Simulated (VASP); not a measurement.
# Hf2N (P4_2/mnm) in VASP: a series of runs

Hf2N is run at these levels: PBEsol; tasks: single point.

All numbers are computed with VASP 6.6.1; they aren't measurements. Logs are shortened: lines on timing, memory, paths and dates and some standing lists are left out, and cuts for length are marked.

**1. The cell of the first run**

It takes space group P4_2/mnm (No. 136, tetragonal). The conventional cell has a = 5.296 Å, b = 5.296 Å, c = 3.227 Å, α = 90.00°, β = 90.00°, γ = 90.00°. Within 2.9 Å of Hf (site symmetry m2m) lie 3 N at 2.21 to 2.22 Å. N (site symmetry mmm) has 6 Hf at 2.21 to 2.22 Å within 2.9 Å.

**2. Single point, PBEsol**

File INCAR:

```
SYSTEM = Hf2N
  PREC = Accurate
  ENCUT = 520
  EDIFF = 1E-6
  ISMEAR = 0
  SIGMA = 0.1
  LREAL = .False.
  LASPH = .True.
  NELM = 80
  ALGO = Normal
  ISIF = 2
  LWAVE = .False.
  LCHARG = .False.
  GGA = PS
  NBANDS = 34
  ISYM = 0
```

File KPOINTS:

```
regular mesh
0
Gamma
  7 6 12
  0 0 0
```

File POSCAR:

```
Hf2N
1.0
    5.2955389246      0.0000000000      0.0000000000
    0.0000000000      6.2015449238      0.0000000000
    0.0000000000     -1.6796503239      2.7559393551
Hf N
4 2
Direct
    0.7045366981      0.2954633019      0.2954633019
    0.2954633019      0.7045366981      0.7045366981
    0.7954633019      0.7954633019      0.2954633019
    0.2045366981      0.2045366981      0.7045366981
    0.0000000000      0.0000000000      0.0000000000
    0.5000000000      0.5000000000      0.0000000000
```

Potentials or basis: VASP PAW PBE potentials, release 64 (Hf_pv, N).

On the command line:

```sh
$ cat potpaw_PBE.64/Hf_pv/POTCAR potpaw_PBE.64/N/POTCAR > POTCAR
$ mpirun -np 1 vasp_std > vasp.out
```

OUTCAR:

```text
SYSTEM = Hf2N
   PREC = Accurate
   ENCUT = 520
   EDIFF = 1E-6
   ISMEAR = 0
   LREAL = .False.
   LASPH = .True.
   NELM = 80
   ISIF = 2
   GGA = PS
   ISYM = 0

 ion  position               nearest neighbor table
   1  0.705  0.295  0.295-   5 2.21   6 2.22   6 2.22   2 3.06   3 3.14   3 3.14   4 3.14   4 3.14
                             4 3.14   4 3.14   3 3.14   3 3.14   2 3.81   2 3.81
   2  0.295  0.705  0.705-   5 2.21   6 2.22   6 2.22   1 3.06   4 3.14   4 3.14   3 3.14   3 3.14
                             3 3.14   3 3.14   4 3.14   4 3.14   1 3.81   1 3.81
   3  0.795  0.795  0.295-   6 2.21   5 2.22   5 2.22   4 3.06   1 3.14   1 3.14   2 3.14   2 3.14
                             2 3.14   2 3.14   1 3.14   1 3.14   4 3.81   4 3.81
   4  0.205  0.205  0.705-   6 2.21   5 2.22   5 2.22   3 3.06   2 3.14   2 3.14   1 3.14   1 3.14
                             1 3.14   1 3.14   2 3.14   2 3.14   3 3.81   3 3.81
   5  0.000  0.000  0.000-   1 2.21   2 2.21   4 2.22   3 2.22   4 2.22   3 2.22
   6  0.500  0.500  0.000-   3 2.21   4 2.21   2 2.22   1 2.22   2 2.22   1 2.22

IMPORTANT INFORMATION: All symmetrisations will be switched off!
NOSYMM: (Re-)initialisation of all symmetry stuff for point group C_1.

----------------------------------------------------------------------------------------

                                     Primitive cell

  volume of cell :      90.5065

  direct lattice vectors                    reciprocal lattice vectors
     5.295538925  0.000000000  0.000000000     0.188838193  0.000000000  0.000000000
     0.000000000  6.201544924  0.000000000     0.000000000  0.161250142  0.098276420
     0.000000000 -1.679650324  2.755939355     0.000000000  0.000000000  0.362852687

  length of vectors
     5.295538925  6.201544924  3.227448983     0.188838193  0.188838193  0.362852687

  position of ions in fractional coordinates (direct lattice)
     0.704536698  0.295463302  0.295463302
     0.295463302  0.704536698  0.704536698
     0.795463302  0.795463302  0.295463302
     0.204536698  0.204536698  0.704536698
     0.000000000  0.000000000  0.000000000
     0.500000000  0.500000000  0.000000000

  ion indices of the primitive-cell ions
   primitive index   ion index
                 1           1
                 2           2
                 3           3
                 4           4
                 5           5
                 6           6

----------------------------------------------------------------------------------------

 KPOINTS: regular mesh

Automatic generation of k-mesh.
 Grid dimensions read from file:
 generate k-points for:    7    6   12

 Generating k-lattice:
[... 84 lines left out ...]
   EDIFF  = 0.1E-05   stopping-criterion for ELM
   LREAL  =      F    real-space projection
   EDIFFG = 0.1E-04   stopping-criterion for IOM
   NSW    =      0    number of steps for IOM
   IBRION =     -1    ionic relax: 0-MD 1-quasi-New 2-CG
   NFREE  =      0    steps in history (QN), initial steepest desc. (CG)
   ISIF   =      2    stress and relaxation
   ISYM   =      0    0-nonsym 1-usesym 2-fastsym
   POTIM  = 0.5000    time-step for ionic-motion
   TEBEG  =    0.0;   TEEND  =   0.0 temperature during run
   PSTRESS=    0.0 pullay stress
   NELECT =      50.0000    total number of electrons
   NUPDOWN=      -1.0000    fix difference up-down
   EMIN   =  10.00;   EMAX   =-10.00  energy-range for DOS
   EFERMI =   0.00;   METHOD = LEGACY
   ISMEAR =     0;   SIGMA  =   0.10  broadening in eV -4-tet -1-fermi 0-gaus
   EFERMI_NEDOS =   21; number of points for ismear=-14 and -15
   IALGO  =     38    algorithm
   IMIX   =      4    mixing-type and parameters
     AMIX     =   0.40;   BMIX     =  1.00
     AMIX_MAG =   1.60;   BMIX_MAG =  1.00
  volume/ion in A,a.u.               =      15.08       101.79
  Fermi-wavevector in a.u.,A,eV,Ry     =   1.343296  2.538461 24.550939  1.804443
  Thomas-Fermi vector in A             =   2.471381
   LORBIT       =      0    0 simple, 1 ext, 2 COOP (PROOUT), +10 PAW based schemes
   GGA     = PS    functional components
   LHFCALC =     F    Hartree Fock is set to
   AEXX    =    0.0000 exact exchange contribution
   IVDW    =     0    specifies the selected vdW correction
   LEPSILON=     F    determine dielectric tensor
   LRPA    =     F    only Hartree local field effects (RPA)
 non-spin polarized calculation
 Gauss-broadening in eV      SIGMA  =   0.10
  energy-cutoff  :      520.00
  volume of cell :       90.51
 maximum number of plane-waves:      2464
   NGX = 19   NGY = 23   NGZ = 13

 number of electron      50.0000002 magnetization

 Free energy of the ion-electron system (eV)
  ---------------------------------------------------
  ext. energy  EPLUGINS =         0.00000000
  ---------------------------------------------------
  free energy    TOTEN  =       -67.50752749 eV

  energy without entropy =      -67.49808085  energy(sigma->0) =      -67.50280417

 E-fermi :   5.8703     XC(G=0): -12.1599

 val. band max:        5.8454640017   @ k =   0.0000  -0.3333   0.1667
 cond. band min:       5.8745923082   @ k =   0.1429   0.1667   0.2500
 fundamental gap:      0.0291283065
 Fermi energy:         5.8702989507

 k-point     1 :       0.0000    0.0000    0.0000
  band No.  band energies     occupation
      1     -25.2580      2.00000
      2     -24.7406      2.00000
      3     -24.6759      2.00000
      4     -24.6758      2.00000
      5     -24.4388      2.00000
      6     -24.2877      2.00000
[... 877 lines left out ...]
     33       9.0953      0.00000
     34       9.7716      0.00000

 [... further k-points ...]
[... 5 lines left out ...]
  --------------------------------------------------------------------------------------
  -------------------------------------------------------------------------------------
  Total       -0.5325920     -0.5758465     -0.6052057      0.0000239      0.0284775      0.0000148
  in kB       -9.4281290    -10.1938346    -10.7135619      0.0004226      0.5041178      0.0002623
  external PRESSURE =     -10.1118418 kB  Pullay stress =       0.0000000 kB

 VOLUME and BASIS-vectors are now :
 -----------------------------------------------------------------------------
  energy-cutoff  :      520.00
  volume of cell :       90.51
      direct lattice vectors                 reciprocal lattice vectors
     5.295538925  0.000000000  0.000000000     0.188838193  0.000000000  0.000000000
     0.000000000  6.201544924  0.000000000     0.000000000  0.161250142  0.098276420
     0.000000000 -1.679650324  2.755939355     0.000000000  0.000000000  0.362852687

 POSITION                                       TOTAL-FORCE (eV/Angst)
 -----------------------------------------------------------------------------------
      3.73090      1.33605      0.81428        -0.015237      0.009649      0.005880
      1.56464      3.18584      1.94166         0.015242     -0.009707     -0.005917
      4.21241      4.43683      0.81428         0.015220      0.009699      0.005910
      1.08313      0.08507      1.94166        -0.015239     -0.009638     -0.005874
      0.00000      0.00000      0.00000        -0.000073      0.000291      0.000182
      2.64777      3.10077      0.00000         0.000086     -0.000293     -0.000181
 -----------------------------------------------------------------------------------
    total drift:                                0.000118     -0.000017     -0.000008

  FREE ENERGIE OF THE ION-ELECTRON SYSTEM (eV)
  ---------------------------------------------------
  free  energy   TOTEN  =       -67.5075274896 eV

  energy  without entropy=      -67.4980808515  energy(sigma->0) =      -67.50280417
```

OSZICAR:

```text
N       E                     dE             d eps       ncg     rms          rms(c)
DAV:   1     0.219998892555E+03    0.22000E+03   -0.27529E+04 17280   0.145E+03
DAV:   2    -0.593316372100E+02   -0.27933E+03   -0.26731E+03 21246   0.359E+02
DAV:   3    -0.739204839107E+02   -0.14589E+02   -0.14200E+02 22326   0.597E+01
DAV:   4    -0.741648359749E+02   -0.24435E+00   -0.24304E+00 21334   0.814E+00
DAV:   5    -0.741698900083E+02   -0.50540E-02   -0.50469E-02 22230   0.966E-01    0.105E+02
DAV:   6    -0.679264898931E+02    0.62434E+01   -0.33556E+01 20644   0.234E+01    0.736E+01
DAV:   7    -0.677083473322E+02    0.21814E+00   -0.52226E+00 20518   0.105E+01    0.186E+01
DAV:   8    -0.675179995343E+02    0.19035E+00   -0.80205E-01 21830   0.383E+00    0.282E+00
DAV:   9    -0.675120749213E+02    0.59246E-02   -0.15802E-01 20322   0.176E+00    0.282E+00
DAV:  10    -0.675076626179E+02    0.44123E-02   -0.32231E-02 21020   0.770E-01    0.898E-01
DAV:  11    -0.675077003835E+02   -0.37766E-04   -0.40111E-03 21234   0.295E-01    0.696E-01
DAV:  12    -0.675075298419E+02    0.17054E-03   -0.43239E-04 20810   0.942E-02    0.285E-01
DAV:  13    -0.675075272147E+02    0.26272E-05   -0.13233E-04 21112   0.455E-02    0.110E-02
DAV:  14    -0.675075274896E+02   -0.27494E-06   -0.56094E-06 19102   0.116E-02
   1 F= -.67507527E+02 E0= -.67502804E+02  d E =-.944664E-02
```

stdout:

```text
POSCAR found type information on POSCAR HfN
 POSCAR found :  2 types and       6 ions
 scaLAPACK will be used
 -----------------------------------------------------------------------------
|                                                                             |
|                                                                             |
[... 21 lines left out ...]
|     Results are often still useful ...                                      |
|                                                                             |
 -----------------------------------------------------------------------------

 POSCAR, INCAR and KPOINTS ok, starting setup
 FFT: planning ... GRIDC
 FFT: planning ... GRID_SOFT
 FFT: planning ... GRID
 WAVECAR not read
 entering main loop
```

Wall time 6.6 min (1 thread of AMD EPYC 9R45 (Zen 5), shared host); peak memory 0.62 GiB.

What came out:

- Free energy: -67.5075 eV
- Pressure: -1.0 GPa
- Largest force: 0.019 eV/Å
- Band gap on the k mesh: zero (band 25 reaches 7.32 eV, above the bottom of band 26 at 4.62 eV)

Forces in eV/Å, atoms in the order of the input:
```
Hf  -0.015  0.010  0.006
Hf   0.015 -0.010 -0.006
Hf   0.015  0.010  0.006
Hf  -0.015 -0.010 -0.006
N    0.000  0.000  0.000
N    0.000  0.000  0.000
```

Stress tensor (GPa, compression positive):
```
-0.94  0.00  0.00
 0.00 -1.02  0.05
 0.00  0.05 -1.07
```

Caveat: the PAW data sets were made with another functional, which shifts forces and pressure a little; spin-orbit coupling is left out, which moves the levels of the heavy elements.

(Continued in part 2 of 2.)
